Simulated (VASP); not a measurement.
Wanted: the native input for a VASP 6.6.1 run.

```yaml
Task: single point
Functional: PBE
Potentials_or_basis: VASP PAW PBE potentials, release 64 (Au)
Cutoff: 520 eV
k_mesh: 18 × 18 × 12
Occupations: gaussian, width 0.1 eV
Spin: no spin polarisation
Dipole_correction: no
Further_INCAR_settings: ALGO = Fast; EDIFF = 1e-06; NBANDS = 18
```

The structure of Au lies in POSCAR:

```
Au
1.0
    2.0373691177      2.0373691177      0.0000000000
   -2.0373691177      2.0373691177      0.0000000000
    0.0000000000      0.0000000000      4.3004002676
Au
2
Direct
    0.0000000000      0.0000000000      0.0000000000
    0.5000000000      0.5000000000      0.5000000000
```

This cell differs from its parent crystal: biaxial strain in the a-b plane: -2.0 %, then relaxed in part.

These files were run (other wordings do the same):

INCAR

```
SYSTEM = Au
PREC = Accurate
ENCUT = 520
EDIFF = 1E-6
ISMEAR = 0
SIGMA = 0.1
LREAL = .False.
LASPH = .True.
NELM = 80
ALGO = Fast
ISIF = 2
LWAVE = .False.
LCHARG = .False.
GGA = PE
NBANDS = 18
```

KPOINTS

```
regular mesh
0
Gamma
  18 18 12
  0 0 0
```

Potentials or basis: VASP PAW PBE potentials, release 64 (Au).

The run is started by

```bash
$ cat potpaw_PBE.64/Au/POTCAR > POTCAR
$ mpirun -np 1 vasp_std > vasp.out
```

Results of the run:

The pressure is 0.9 GPa. The band gap on the k mesh is zero (band 11 reaches 13.72 eV, above the bottom of band 12 at 6.31 eV).

Caveat: the cell differs from its parent crystal (biaxial strain in the a-b plane: -2.0 %, then relaxed in part); spin-orbit coupling is left out, which moves the levels of the heavy elements.

Wall time 110 s on 1 thread of Intel(R) Xeon(R) Platinum 8488C (Sapphire Rapids), on a shared host, peak memory 0.31 GiB.
